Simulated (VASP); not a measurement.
Runs of VASP 6.6.1 on WC. The structure is that of space group P-6m2 (No. 187), or close to it. The cells are those of the table. 

```tsv
cell	k mesh	gap on the mesh (eV)	pressure (GPa)
a = 2.729, b = 2.729, c = 3.195 Å, angles 90.0, 90.0, 120.0°, 2 atoms	21 × 21 × 18	none	(a)
a = 3.062, b = 3.062, c = 2.539 Å, angles 90.0, 90.0, 120.0°, 2 atoms	21 × 21 × 18	none	22.5
a = 2.940, b = 2.940, c = 2.753 Å, angles 90.0, 90.0, 120.0°, 2 atoms	21 × 21 × 18	none	8.6
a = 2.658, b = 2.658, c = 3.370 Å, angles 90.0, 90.0, 120.0°, 2 atoms	24 × 24 × 18	none	13.9
```

Alike in all rows: task single point; level r2SCAN; potentials or basis VASP PAW PBE potentials, release 64 (W_sv, C); no spin polarisation; cutoff (eV) 520; smearing gaussian 0.15 eV.

**Question.** Estimate the missing entries.

**Answer.** (a) 8.0.

Caveats: the PAW data sets were made with another functional, which shifts forces and pressure a little; spin-orbit coupling is left out, which moves the levels of the heavy elements.

A k mesh can miss the band edges, and the runs leave out spin-orbit coupling on W.

A gap of «none» marks levels without a gap at the run's occupations.
